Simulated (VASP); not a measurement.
Here is a VASP 6.6.1 calculation.

INCAR

```
PREC     = Accurate       # precision mode
ENCUT    = 500            # plane-wave cutoff, eV
EDIFF    = 1E-6           # SCF threshold, eV
ISMEAR   = 0              # smearing method
SIGMA    = 0.1            # smearing width, eV
LREAL    = False          # projectors in reciprocal space
LASPH    = True           # aspherical terms in the spheres
NELM     = 120            # most SCF steps
ALGO     = Normal         # electronic algorithm
ISIF     = 2              # what is computed and relaxed
LWAVE    = False          # write WAVECAR
LCHARG   = True           # write CHGCAR
GGA      = PS             # functional
LELF     = True           # ELF
LVHAR    = True         
NBANDS   = 14             # bands
GGA_COMPAT= False
```

Contents of KPOINTS:

```
regular mesh
0
Gamma
  20 20 20
```

Contents of POSCAR:

```
Rh
1.0
   -1.5142623886      1.5142623886      1.5142623886
    1.5142623886     -1.5142623886      1.5142623886
    1.5142623886      1.5142623886     -1.5142623886
Rh
1
Direct
    0.0000000000      0.0000000000      0.0000000000
```

Potentials or basis: VASP PAW PBE potentials, release 64 (Rh_pv).

Launch:

```sh
$ cat potpaw_PBE.64/Rh_pv/POTCAR > POTCAR
$ mpirun -np 1 vasp_std > vasp.out
```

(1) Predict the pressure.

(2) What does it give for the band gap on the k mesh?

## Answers

(1) -0.1 GPa.

(2) zero (an odd number of electrons rules out a gap without spin polarisation).

Caveat: the PAW data sets were made with another functional, which shifts forces and pressure a little.
